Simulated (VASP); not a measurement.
# VH2 in VASP: further runs

Runs on VH2. Level: PBEsol. Tasks: single point.

Everything below comes from runs of VASP 6.6.1. Logs are shortened: lines on timing, memory, paths and dates and some standing lists are left out, and cuts for length are marked.

## 1. The cell of the first run

The structure is tetragonal, space group I4/mmm (No. 139). The conventional cell has a = 2.915 Å, b = 2.915 Å, c = 4.189 Å, α = 90.00°, β = 90.00°, γ = 90.00°. Within 2.4 Å of V (site symmetry 4/mmm) lie 8 H at 1.79 Å. H (site symmetry -4m2) has 4 V at 1.79 Å and 6 H at 2.06 to 2.09 Å within 2.4 Å.

## 2. Single point, PBEsol (biaxial strain in the a-b plane: -1.0 %)

INCAR reads:

```
ALGO = Normal
EDIFF = 1E-6
ENCUT = 520
GGA = PS
ISIF = 2
ISMEAR = 0
LASPH = True
LCHARG = True
LELF = True
LREAL = False
LVHAR = True
LWAVE = False
NBANDS = 24
NELM = 80
PREC = Accurate
SIGMA = 0.1
```

KPOINTS reads:

```
k-points
0
Gamma
  12 12 8
```

POSCAR reads:

```
VH2
1.0
    2.0612673529      2.0612673529      0.0000000000
   -2.0612673529      2.0612673529      0.0000000000
    0.0000000000      0.0000000000      4.1891615294
V H
2 4
Direct
    0.0000000000      0.0000000000      0.0000000000
    0.5000000000      0.5000000000      0.5000000000
    0.0000000000      0.5000000000      0.7500000000
    0.5000000000      0.0000000000      0.7500000000
    0.5000000000      0.0000000000      0.2500000000
    0.0000000000      0.5000000000      0.2500000000
```

Potentials or basis: VASP PAW PBE potentials, release 64 (V_sv, H).

Command:

```bash
cat potpaw_PBE.64/V_sv/POTCAR potpaw_PBE.64/H/POTCAR > POTCAR
mpirun -np 1 vasp_std > vasp.out
```

OUTCAR:

```text
EDIFF = 1E-6
   ENCUT = 520
   GGA = PS
   ISIF = 2
   ISMEAR = 0
   LASPH = True
   LREAL = False
   NELM = 80
   PREC = Accurate

 ion  position               nearest neighbor table
   1  0.000  0.000  0.000-   3 1.79   4 1.79   5 1.79   6 1.79   3 1.79   6 1.79   4 1.79   5 1.79

   2  0.500  0.500  0.500-   3 1.79   4 1.79   5 1.79   6 1.79   4 1.79   5 1.79   3 1.79   6 1.79

   3  0.000  0.500  0.750-   1 1.79   2 1.79   1 1.79   2 1.79
   4  0.500  0.000  0.750-   1 1.79   2 1.79   2 1.79   1 1.79
   5  0.500  0.000  0.250-   1 1.79   2 1.79   2 1.79   1 1.79
   6  0.000  0.500  0.250-   1 1.79   2 1.79   1 1.79   2 1.79

  LATTYP: Found a simple tetragonal cell.
 ALAT       =     2.9150722461
 C/A-ratio  =     1.4370695392

  Lattice vectors:

 A1 = (   2.0612673529,   2.0612673529,   0.0000000000)
 A2 = (  -2.0612673529,   2.0612673529,   0.0000000000)
 A3 = (   0.0000000000,   0.0000000000,   4.1891615294)

Analysis of symmetry for initial positions (statically):
=====================================================================
 Subroutine PRICEL returns following result:

  LATTYP: Found a body centered tetragonal cell.
 ALAT       =     2.9150722461
 C/A-ratio  =     1.4370695392

  Lattice vectors:

 A1 = (   2.0612673529,   0.0000000000,  -2.0945807647)
 A2 = (  -2.0612673529,   0.0000000000,  -2.0945807647)
 A3 = (   0.0000000000,   2.0612673529,   2.0945807647)

   2 primitive cells build up your supercell.

 Routine SETGRP: Setting up the symmetry group for a
 simple tetragonal supercell.

 Subroutine GETGRP returns: Found 16 space group operations
 (whereof 16 operations were pure point group operations)
 out of a pool of 16 trial point group operations.

The static configuration has the point symmetry D_4h.

Analysis of symmetry for dynamics (positions and initial velocities):
=====================================================================
 Subroutine PRICEL returns following result:

  LATTYP: Found a body centered tetragonal cell.
 ALAT       =     2.9150722461
 C/A-ratio  =     1.4370695392

  Lattice vectors:

 A1 = (   2.0612673529,   0.0000000000,  -2.0945807647)
 A2 = (  -2.0612673529,   0.0000000000,  -2.0945807647)
 A3 = (   0.0000000000,   2.0612673529,   2.0945807647)

   2 primitive cells build up your supercell.

 Routine SETGRP: Setting up the symmetry group for a
 simple tetragonal supercell.

 Subroutine GETGRP returns: Found 16 space group operations
 (whereof 16 operations were pure point group operations)
 out of a pool of 16 trial point group operations.

The dynamic configuration has the point symmetry D_4h.

 Subroutine INISYM returns: Found 16 space group operations
 (whereof 16 operations are pure point group operations),
 and found     2 'primitive' translations

----------------------------------------------------------------------------------------

                                     Primitive cell

  volume of cell :      17.7990

  direct lattice vectors                    reciprocal lattice vectors
     2.061267353  0.000000000 -2.094580765     0.242569213  0.242569213 -0.238711254
    -2.061267353  0.000000000 -2.094580765    -0.242569213  0.242569213 -0.238711254
     0.000000000  2.061267353  2.094580765     0.000000000  0.485138426  0.000000000

  length of vectors
     2.938722797  2.938722797  2.938722797     0.417926679  0.417926679  0.485138426

  position of ions in fractional coordinates (direct lattice)
     0.000000000  0.000000000  0.000000000
     0.250000000  0.750000000  0.500000000
     0.750000000  0.250000000  0.500000000

  ion indices of the primitive-cell ions
   primitive index   ion index
                 1           1
                 2           3
                 3           4

----------------------------------------------------------------------------------------

 KPOINTS: k-points

Automatic generation of k-mesh.
 Grid dimensions read from file:
 generate k-points for:   12   12    8

 Generating k-lattice:

  Cartesian coordinates                     Fractional coordinates (reciprocal lattice)
     0.020214101  0.020214101  0.000000000     0.083333333  0.000000000  0.000000000
    -0.020214101  0.020214101  0.000000000     0.000000000  0.083333333  0.000000000
     0.000000000  0.000000000  0.029838907     0.000000000  0.000000000  0.125000000

  Length of vectors
     0.028587056  0.028587056  0.029838907

  Shift w.r.t. Gamma in fractional coordinates (k-lattice)
     0.000000000  0.000000000  0.000000000

 Subroutine IBZKPT returns following result:
 ===========================================

 Found    140 irreducible k-points:

 Following reciprocal coordinates:
            Coordinates               Weight
  0.000000  0.000000  0.000000      1.000000
  0.083333  0.000000  0.000000      4.000000
  0.166667  0.000000  0.000000      4.000000
  0.250000  0.000000  0.000000      4.000000
  0.333333  0.000000  0.000000      4.000000
  0.416667  0.000000  0.000000      4.000000
[... 16 lines left out ...]
  0.333333  0.333333  0.000000      4.000000
  0.416667  0.333333  0.000000      8.000000
 [... further k-points ...]
   k-points           NKPTS =    140   k-points in BZ     NKDIM =    140   number of bands    NBANDS=     24
   number of dos      NEDOS =    301   number of ions     NIONS =      6
   total plane-waves  NPLWV =  18432
   dimension x,y,z NGX =    24 NGY =   24 NGZ =   32
   dimension x,y,z NGXF=    48 NGYF=   48 NGZF=   64
   ions per type =               2   4
   NGX,Y,Z   is equivalent  to a cutoff of  13.69, 13.69, 12.70 a.u.
   NGXF,Y,Z  is equivalent  to a cutoff of  27.37, 27.37, 25.40 a.u.
 SYSTEM =  unknown system
   PREC   = accura    normal or accurate (medium, high low for compatibility)
   ISTART =      0    job   : 0-new  1-cont  2-samecut
   ICHARG =      2    charge: 1-file 2-atom 10-const
   ISPIN  =      1    spin polarized calculation?
   LNONCOLLINEAR =      F non collinear calculations
   LSORBIT =      F    spin-orbit coupling
   LASPH  =      T    aspherical Exc in radial PAW
   ENCUT  =  520.0 eV  38.22 Ry    6.18 a.u.   5.42  5.42  7.79*2*pi/ulx,y,z
   NELM   =     80;   NELMIN=  2; NELMDL= -5     # of ELM steps
   EDIFF  = 0.1E-05   stopping-criterion for ELM
   LREAL  =      F    real-space projection
   EDIFFG = 0.1E-04   stopping-criterion for IOM
   NSW    =      0    number of steps for IOM
   IBRION =     -1    ionic relax: 0-MD 1-quasi-New 2-CG
   NFREE  =      0    steps in history (QN), initial steepest desc. (CG)
   ISIF   =      2    stress and relaxation
   ISYM   =      2    0-nonsym 1-usesym 2-fastsym
   POTIM  = 0.5000    time-step for ionic-motion
   TEBEG  =    0.0;   TEEND  =   0.0 temperature during run
   PSTRESS=    0.0 pullay stress
   NELECT =      30.0000    total number of electrons
   NUPDOWN=      -1.0000    fix difference up-down
   EMIN   =  10.00;   EMAX   =-10.00  energy-range for DOS
   EFERMI =   0.00;   METHOD = LEGACY
   ISMEAR =     0;   SIGMA  =   0.10  broadening in eV -4-tet -1-fermi 0-gaus
   EFERMI_NEDOS =   21; number of points for ismear=-14 and -15
   IALGO  =     38    algorithm
   IMIX   =      4    mixing-type and parameters
     AMIX     =   0.40;   BMIX     =  1.00
     AMIX_MAG =   1.60;   BMIX_MAG =  1.00
  volume/ion in A,a.u.               =       5.93        40.04
  Fermi-wavevector in a.u.,A,eV,Ry     =   1.546346  2.922170 32.534058  2.391186
  Thomas-Fermi vector in A             =   2.651595
   LORBIT       =      0    0 simple, 1 ext, 2 COOP (PROOUT), +10 PAW based schemes
   GGA     = PS    functional components
   LHFCALC =     F    Hartree Fock is set to
   AEXX    =    0.0000 exact exchange contribution
   IVDW    =     0    specifies the selected vdW correction
   LEPSILON=     F    determine dielectric tensor
   LRPA    =     F    only Hartree local field effects (RPA)
 non-spin polarized calculation
 Gauss-broadening in eV      SIGMA  =   0.10
  energy-cutoff  :      520.00
  volume of cell :       35.60
 maximum number of plane-waves:       983
 NGX is ok and might be reduce to    24
   NGX = 11   NGY = 11   NGZ = 15

 number of electron      30.0000019 magnetization

 Free energy of the ion-electron system (eV)
  ---------------------------------------------------
  ext. energy  EPLUGINS =         0.00000000
  ---------------------------------------------------
  free energy    TOTEN  =       -34.16120996 eV

  energy without entropy =      -34.14795252  energy(sigma->0) =      -34.15458124

 E-fermi :   8.9452     XC(G=0): -12.7436

 val. band max:        8.9348914407   @ k =   0.4167   0.2500   0.3750
 cond. band min:       8.9550070446   @ k =   0.0833   0.0000   0.3750
 fundamental gap:      0.0201156039
 Fermi energy:         8.9451836674

 k-point     1 :       0.0000    0.0000    0.0000
  band No.  band energies     occupation
      1     -55.3171      2.00000
      2     -55.2247      2.00000
      3     -29.5268      2.00000
      4     -29.2207      2.00000
      5     -29.2207      2.00000
      6     -29.0815      2.00000
[... 16 lines left out ...]
     23      17.4952      0.00000
     24      17.4952      0.00000

 k-point     2 :       0.0833    0.0000    0.0000
  band No.  band energies     occupation
      1     -55.3138      2.00000
      2     -55.2246      2.00000
      3     -29.5169      2.00000
      4     -29.2358      2.00000
      5     -29.2169      2.00000
      6     -29.0951      2.00000
[... 16 lines left out ...]
     23      16.2978      0.00000
     24      17.7825      0.00000

 k-point     3 :       0.1667    0.0000    0.0000
  band No.  band energies     occupation
      1     -55.3046      2.00000
      2     -55.2245      2.00000
      3     -29.4884      2.00000
      4     -29.2766      2.00000
      5     -29.2061      2.00000
      6     -29.1514      2.00000
[... 16 lines left out ...]
     23      16.2021      0.00000
     24      18.5678      0.00000
[... 514 lines left out ...]
 k-point    23 :       0.3333    0.3333    0.0000
  band No.  band energies     occupation
      1     -55.2446      2.00000
      2     -55.2213      2.00000
      3     -29.4470      2.00000
      4     -29.4157      2.00000
      5     -29.3058      2.00000
      6     -29.2380      2.00000
[... 16 lines left out ...]
     23      16.4671      0.00000
     24      16.8938      0.00000

 k-point    24 :       0.4167    0.3333    0.0000
  band No.  band energies     occupation
      1     -55.2344      2.00000
      2     -55.2223      2.00000
      3     -29.4745      2.00000
      4     -29.4586      2.00000
      5     -29.2719      2.00000
      6     -29.2343      2.00000
[... 16 lines left out ...]
     23      16.5513      0.00000
     24      17.0780      0.00000

 [... further k-points ...]

------------------------ aborting loop because EDIFF is reached ----------------------------------------

  FORCE on cell =-STRESS in cart. coord.  units (eV):
  Direction    XX          YY          ZZ          XY          YZ          ZX
  --------------------------------------------------------------------------------------
  -------------------------------------------------------------------------------------
  Total        0.8663840      0.8663840      0.1905420      0.0000000      0.0000000     -0.0000000
  in kB       38.9937739     38.9937739      8.5758169      0.0000000      0.0000000     -0.0000000
  external PRESSURE =      28.8544549 kB  Pullay stress =       0.0000000 kB

 VOLUME and BASIS-vectors are now :
 -----------------------------------------------------------------------------
  energy-cutoff  :      520.00
  volume of cell :       35.60
      direct lattice vectors                 reciprocal lattice vectors
     2.061267353  2.061267353  0.000000000     0.242569213  0.242569213  0.000000000
    -2.061267353  2.061267353  0.000000000    -0.242569213  0.242569213  0.000000000
     0.000000000  0.000000000  4.189161529     0.000000000  0.000000000  0.238711254

 POSITION                                       TOTAL-FORCE (eV/Angst)
 -----------------------------------------------------------------------------------
      0.00000      0.00000      0.00000        -0.000000      0.000000     -0.000000
      0.00000      2.06127      2.09458         0.000000      0.000000      0.000000
     -1.03063      1.03063      3.14187        -0.000000     -0.000000     -0.000000
      1.03063      1.03063      3.14187        -0.000000     -0.000000     -0.000000
      1.03063      1.03063      1.04729        -0.000000     -0.000000     -0.000000
     -1.03063      1.03063      1.04729        -0.000000     -0.000000     -0.000000
 -----------------------------------------------------------------------------------
    total drift:                               -0.000000      0.000000     -0.000000

  FREE ENERGIE OF THE ION-ELECTRON SYSTEM (eV)
  ---------------------------------------------------
  free  energy   TOTEN  =       -34.1612099575 eV

  energy  without entropy=      -34.1479525162  energy(sigma->0) =      -34.15458124
```

Wall time 30 s (1 thread of Intel Xeon 6975P-C (Granite Rapids), shared host); peak memory 0.22 GiB.

What came out:

- Free energy: -34.1612 eV
- Pressure: 2.9 GPa
- Band gap on the k mesh: zero (bands 15 and 16 overlap by 2.64 eV)

Caveat: the cell differs from its parent crystal (biaxial strain in the a-b plane: -1.0 %); the PAW data sets were made with another functional, which shifts forces and pressure a little.

[end of part 1 of 2]
